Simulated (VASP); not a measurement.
# NaCl (R3m) in VASP: single point with PBEsol

Aim: the single point of NaCl with PBEsol.

Program: VASP 6.6.1. These are calculated values, not measurements. Logs are shortened: lines on timing, memory, paths and dates and some standing lists are left out, and cuts for length are marked.

### 1 The cell of the first run

Symmetry: R3m, No. 160, trigonal system. Conventional cell: a = 4.929 Å, b = 4.929 Å, c = 5.673 Å, α = 90.00°, β = 90.00°, γ = 120.00°. Na (site symmetry 3m) has 8 Cl at 2.56 to 3.12 Å within 3.4 Å. Cl (site symmetry 3m) has 8 Na at 2.56 to 3.12 Å within 3.4 Å.

### 2 Single point, PBEsol (strained and its atoms moved)

Input file INCAR:

```
SYSTEM = NaCl
PREC = Accurate
ENCUT = 520
EDIFF = 1E-7
ISMEAR = 0
SIGMA = 0.02
LREAL = .FALSE.
LASPH = .TRUE.
NELM = 80
ALGO = Normal
ISIF = 2
LWAVE = .FALSE.
LCHARG = .FALSE.
GGA = PS
NBANDS = 14
```

Input file KPOINTS:

```
regular mesh
0
G
  6 6 6
  0 0 0
```

Input file POSCAR:

```
NaCl
1.0
    3.4155458194     -0.0700438000      0.0700438000
   -0.0700438000      3.4155458194      0.0700438000
    0.0700438000      0.0700438000      3.4155458194
Na Cl
1 1
Direct
    0.0247281102      0.0247281102     -0.0247281102
    0.4752718898      0.4752718898      0.5247281102
```

Potentials or basis: VASP PAW PBE potentials, release 64 (Na_pv, Cl).

Started as:

```bash
cat potpaw_PBE.64/Na_pv/POTCAR potpaw_PBE.64/Cl/POTCAR > POTCAR
mpirun -np 1 vasp_std > vasp.out
```

OUTCAR:

```text
SYSTEM = NaCl
   PREC = Accurate
   ENCUT = 520
   EDIFF = 1E-7
   ISMEAR = 0
   LREAL = .FALSE.
   LASPH = .TRUE.
   NELM = 80
   ISIF = 2
   GGA = PS

 ion  position               nearest neighbor table
   1  0.025  0.025  0.975-   2 2.56
   2  0.475  0.475  0.525-   1 2.56

  LATTYP: Found a trigonal (rhomboedric) cell.
 ALAT       =     3.4169819303
 COS(alpha) =    -0.0405600371

  Lattice vectors:

 A1 = (  -3.4155458194,   0.0700438000,  -0.0700438000)
 A2 = (   0.0700438000,  -3.4155458194,  -0.0700438000)
 A3 = (   0.0700438000,   0.0700438000,   3.4155458194)

Analysis of symmetry for initial positions (statically):
=====================================================================
 Subroutine PRICEL returns:
 Original cell was already a primitive cell.

 Routine SETGRP: Setting up the symmetry group for a
 trigonal (rhombohedral) supercell.

 Subroutine GETGRP returns: Found  6 space group operations
 (whereof  6 operations were pure point group operations)
 out of a pool of 12 trial point group operations.

The static configuration has the point symmetry C_3v.

Analysis of symmetry for dynamics (positions and initial velocities):
=====================================================================
 Subroutine PRICEL returns:
 Original cell was already a primitive cell.

 Routine SETGRP: Setting up the symmetry group for a
 trigonal (rhombohedral) supercell.

 Subroutine GETGRP returns: Found  6 space group operations
 (whereof  6 operations were pure point group operations)
 out of a pool of 12 trial point group operations.

The dynamic configuration has the point symmetry C_3v.

 Subroutine INISYM returns: Found  6 space group operations
 (whereof  6 operations are pure point group operations),
 and found     1 'primitive' translations

----------------------------------------------------------------------------------------

                                     Primitive cell

  volume of cell :      39.7946

  direct lattice vectors                    reciprocal lattice vectors
     3.415545819 -0.070043800  0.070043800     0.293030603  0.006135096 -0.006135096
    -0.070043800  3.415545819  0.070043800     0.006135096  0.293030603 -0.006135096
     0.070043800  0.070043800  3.415545819    -0.006135096 -0.006135096  0.293030603

  length of vectors
     3.416981930  3.416981930  3.416981930     0.293159024  0.293159024  0.293159024

  position of ions in fractional coordinates (direct lattice)
     0.024728110  0.024728110  0.975271890
     0.475271890  0.475271890  0.524728110
[... 83 lines left out ...]
   ISIF   =      2    stress and relaxation
   ISYM   =      2    0-nonsym 1-usesym 2-fastsym
   POTIM  = 0.5000    time-step for ionic-motion
   TEBEG  =    0.0;   TEEND  =   0.0 temperature during run
   PSTRESS=    0.0 pullay stress
   NELECT =      14.0000    total number of electrons
   NUPDOWN=      -1.0000    fix difference up-down
   EMIN   =  10.00;   EMAX   =-10.00  energy-range for DOS
   EFERMI =   0.00;   METHOD = LEGACY
   ISMEAR =     0;   SIGMA  =   0.02  broadening in eV -4-tet -1-fermi 0-gaus
   EFERMI_NEDOS =   21; number of points for ismear=-14 and -15
   IALGO  =     38    algorithm
   IMIX   =      4    mixing-type and parameters
     AMIX     =   0.40;   BMIX     =  1.00
     AMIX_MAG =   1.60;   BMIX_MAG =  1.00
  volume/ion in A,a.u.               =      19.90       134.27
  Fermi-wavevector in a.u.,A,eV,Ry     =   1.155693  2.183944 18.172313  1.335627
  Thomas-Fermi vector in A             =   2.292320
   LORBIT       =      0    0 simple, 1 ext, 2 COOP (PROOUT), +10 PAW based schemes
   GGA     = PS    functional components
   LHFCALC =     F    Hartree Fock is set to
   AEXX    =    0.0000 exact exchange contribution
   IVDW    =     0    specifies the selected vdW correction
   LEPSILON=     F    determine dielectric tensor
   LRPA    =     F    only Hartree local field effects (RPA)
 non-spin polarized calculation
 Gauss-broadening in eV      SIGMA  =   0.02
  energy-cutoff  :      520.00
  volume of cell :       39.79
 maximum number of plane-waves:      1079
 NGX is ok and might be reduce to    28
   NGX = 13   NGY = 13   NGZ = 13

 number of electron      13.9999992 magnetization

 Free energy of the ion-electron system (eV)
  ---------------------------------------------------
  ext. energy  EPLUGINS =         0.00000000
  ---------------------------------------------------
  free energy    TOTEN  =        -6.66504594 eV

  energy without entropy =       -6.66504594  energy(sigma->0) =       -6.66504594

 E-fermi :   1.0494     XC(G=0):  -8.9050

 val. band max:        0.8765160410   @ k =   0.5000   0.5000  -0.0000
 cond. band min:       5.0231839995   @ k =   0.0000   0.0000   0.0000
 fundamental gap:      4.1466679584
 Fermi energy:         1.0494148079

 k-point     1 :       0.0000    0.0000    0.0000
  band No.  band energies     occupation
      1     -20.8526      2.00000
      2     -20.8506      2.00000
      3     -20.8506      2.00000
      4     -12.7484      2.00000
      5       0.2156      2.00000
      6       0.3900      2.00000
      7       0.3900      2.00000
      8       5.0232      0.00000
      9       9.2913      0.00000
     10       9.2913      0.00000
     11      16.7016      0.00000
     12      16.7456      0.00000
     13      16.7456      0.00000
     14      17.1505      0.00000
[... 377 lines left out ...]
      1     -20.8859      2.00000
      2     -20.8837      2.00000
      3     -20.8560      2.00000
      4     -12.0719      2.00000
      5      -1.3875      2.00000
      6      -1.2265      2.00000
      7       0.0391      2.00000
      8       7.8525      0.00000
      9       9.8361      0.00000
     10      10.7270      0.00000
     11      12.7166      0.00000
     12      14.3670      0.00000
     13      14.4486      0.00000
     14      18.8835      0.00000

 [... further k-points ...]
[... 5 lines left out ...]
  --------------------------------------------------------------------------------------
  -------------------------------------------------------------------------------------
  Total        0.5472841      0.5472841      0.5472841      0.2920348     -0.2920348     -0.2920348
  in kB       22.0342791     22.0342791     22.0342791     11.7576510    -11.7576510    -11.7576510
  external PRESSURE =      22.0342791 kB  Pullay stress =       0.0000000 kB

 VOLUME and BASIS-vectors are now :
 -----------------------------------------------------------------------------
  energy-cutoff  :      520.00
  volume of cell :       39.79
      direct lattice vectors                 reciprocal lattice vectors
     3.415545819 -0.070043800  0.070043800     0.293030603  0.006135096 -0.006135096
    -0.070043800  3.415545819  0.070043800     0.006135096  0.293030603 -0.006135096
     0.070043800  0.070043800  3.415545819    -0.006135096 -0.006135096  0.293030603

 POSITION                                       TOTAL-FORCE (eV/Angst)
 -----------------------------------------------------------------------------------
      0.15104      0.15104      3.33455        -0.283308     -0.283308      0.283308
      1.62678      1.62678      1.85881         0.283308      0.283308     -0.283308
 -----------------------------------------------------------------------------------
    total drift:                               -0.000311     -0.000311      0.000310

  FREE ENERGIE OF THE ION-ELECTRON SYSTEM (eV)
  ---------------------------------------------------
  free  energy   TOTEN  =        -6.6650459362 eV

  energy  without entropy=       -6.6650459362  energy(sigma->0) =       -6.66504594
```

stdout:

```text
POSCAR found type information on POSCAR NaCl
 POSCAR found :  2 types and       2 ions
 scaLAPACK will be used
 -----------------------------------------------------------------------------
|                                                                             |
|                                                                             |
|     You enforced a specific xc type in the INCAR file but a different       |
|     I HOPE YOU KNOW WHAT YOU ARE DOING!                                     |
|                                                                             |
 -----------------------------------------------------------------------------

 LDA part: xc-table for (Slater+PW92), standard interpolation
 POSCAR, INCAR and KPOINTS ok, starting setup
 FFT: planning ... GRIDC
 FFT: planning ... GRID_SOFT
 FFT: planning ... GRID
 WAVECAR not read
 entering main loop
```

It took 13 s on 1 thread of Intel Xeon Platinum 8488C (Sapphire Rapids), shared host; peak memory 0.15 GiB.

Results:

- Free energy: -6.6650 eV
- Pressure: 2.2 GPa
- Largest force: 0.491 eV/Å
- Band gap on the k mesh: 4.15 eV, indirect (least direct gap 4.63 eV)

Forces on the atoms (eV/Å):
```
Na  -0.283 -0.283  0.283
Cl   0.283  0.283 -0.283
```

Stress tensor (GPa, compression positive):
```
 2.20  1.18 -1.18
 1.18  2.20 -1.18
-1.18 -1.18  2.20
```

Caveat: the cell differs from its parent crystal (strained and its atoms moved); the PAW data sets were made with another functional, which shifts forces and pressure a little. A k mesh can miss the band edges.
